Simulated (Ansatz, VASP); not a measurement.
## Two plane-wave programs on Si5W

```
Si W
1.0
     4.72507    0.00000    0.00000
    -2.36254    4.09203    0.00000
     0.00000    0.00000    4.65065
Si W
5 1
Direct
  0.33333 0.66667 0.00000
  0.66667 0.33333 0.00000
  0.50000 0.00000 0.50000
  0.50000 0.50000 0.50000
  0.00000 0.50000 0.50000
  0.00000 0.00000 0.00000
```

Change from the starting cell: species swapped into the TbCo5 type (P6/mmm, No. 191).

Alike in both runs: task relaxation of cell and atoms; functional PBE; k mesh 12 × 12 × 8; occupations gaussian, width 0.1 eV; no spin polarisation.

|  | VASP | Ansatz |
| --- | --- | --- |
| version | VASP 6.6.1 | Ansatz 0.2.0 |
| potentials or method | VASP PAW PBE potentials, release 64 (Si, W_sv), cutoff 600 eV | scalar-relativistic, plane waves, PAW |
| valence electrons in the cell | 34 | 34 |

|  | VASP | Ansatz | Ansatz less VASP |
| --- | --- | --- | --- |
| gap on the k mesh at the Fermi level, each at its own relaxed structure (eV) | none | none | - |
| relaxed volume (Å³/atom) | 15.00 | 15.00 | +0.003 |
| relaxed cell length with the largest relative difference (Å) | 4.707 | 4.708 | +0.0008 |

A gap of «none» marks a metal or a gap that the smearing closes.

Neither program's run includes spin-orbit coupling.
